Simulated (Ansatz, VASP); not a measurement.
Na in VASP and in Ansatz

```
Na
1.0
    -2.09847    2.09847    2.09847
     2.09847   -2.09847    2.09847
     2.09847    2.09847   -2.09847
Na
1
Cartesian
  0.0000 0.0000 0.0000
```

Alike in both runs: functional PBE; k mesh 13 × 13 × 13; occupations fermi-dirac, width 0.05 eV; no spin polarisation.

Ansatz relaxed the structure, and its values are those at the end. VASP's run is a single point on that final structure, the one shown.

```csv
,VASP,Ansatz
version,VASP 6.6.1,Ansatz 0.2.0
potentials or method,"VASP PAW PBE potentials, release 64 (Na_pv), cutoff 520 eV",plane-wave PAW DFT
valence electrons in the cell,7,9
```

|  | VASP | Ansatz | Ansatz less VASP |
| --- | --- | --- | --- |
| pressure (GPa) | 0.0 | 0.0 | 0.00 |

VASP's potentials hold 7 valence electrons a cell and Ansatz's 9, so a difference there can come from the potentials and not from the codes.
